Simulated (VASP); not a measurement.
# Pd: single point with PBEsol

Pd:

```
CELL_PARAMETERS angstrom
0.00000 1.97211 1.97211
1.97211 0.00000 1.97211
1.97211 1.97211 0.00000
ATOMIC_POSITIONS crystal
Pd 0.00000 0.00000 0.00000
```

- Program: VASP 6.6.1
- Task: single point
- Functional: PBEsol
- Potentials or basis: VASP PAW PBE potentials, release 64 (Pd)
- Cutoff: 520 eV
- k mesh: 12 × 12 × 12
- Occupations: fermi-dirac, width 0.1 eV
- Spin: no spin polarisation
- Dipole correction: no
- Further INCAR settings: ALGO = Normal; EDIFF = 1e-06; NBANDS = 11

```json
{
 "Pressure": "-9.4 GPa",
 "Band gap on the k mesh": "zero (band 5 reaches 9.23 eV, above the bottom of band 6 at 7.75 eV)"
}
```

Levels at points of the mesh, in eV from the Fermi level:
```csv
k point,band 3,band 4,band 5,band 6,band 7,band 8
"(0.00, 0.00, 0.00)",-2.69,-2.69,-1.16,-1.16,17.10,21.64
"(0.50, 0.00, 0.00)",-2.73,-0.04,-0.04,1.00,6.95,16.44
"(0.50, 0.50, 0.00)",-0.06,0.26,0.26,3.25,10.30,12.89
```

Run time: 11 s on 1 thread of Intel(R) Xeon(R) Platinum 8259CL CPU @ 2.50GHz (Skylake/Cascade Lake), on a shared host, peak memory 0.14 GiB.

Caveat: the PAW data sets were made with another functional, which shifts forces and pressure a little.
